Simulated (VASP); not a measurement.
Runs of VASP 6.6.1 on Sc. The structure is that of space group P6/mmm (No. 191), or close to it. The cells are those of the table. 

```csv
task,cell,k mesh,cutoff (eV),gap on the mesh (eV),pressure (GPa)
single point,"a = 4.835, b = 4.835, c = 3.049 Å, angles 90.0, 90.0, 120.0°, 3 atoms",8 × 8 × 11,520,none,5.8
single point,"a = 4.971, b = 4.971, c = 3.135 Å, angles 90.0, 90.0, 120.0°, 3 atoms",7 × 7 × 10,520,none,0.1
single point,"a = 4.764, b = 4.764, c = 3.004 Å, angles 90.0, 90.0, 120.0°, 3 atoms",8 × 8 × 11,520,none,(a)
relaxation of cell and atoms,"relaxed from a = 5.208, b = 5.208, c = 3.193 Å, angles 90.0, 90.0, 120.0°, 3 atoms",7 × 7 × 10,600,none,0.0
single point,"a = 5.162, b = 5.162, c = 3.255 Å, angles 90.0, 90.0, 120.0°, 3 atoms",8 × 8 × 11,520,none,-5.5
single point,"a = 5.100, b = 5.100, c = 3.216 Å, angles 90.0, 90.0, 120.0°, 3 atoms",8 × 8 × 11,520,none,-4.0
single point,"a = 4.904, b = 4.904, c = 3.092 Å, angles 90.0, 90.0, 120.0°, 3 atoms",8 × 8 × 11,520,none,(b)
```

Alike in all rows: level LDA; potentials or basis VASP PAW LDA potentials, release 64 (Sc_sv); no spin polarisation; smearing fermi-dirac 0.1 eV.

Task: Estimate the missing entries.

Result: (a) 9.4; (b) 2.7.

A gap of «none» marks levels without a gap at the run's occupations.
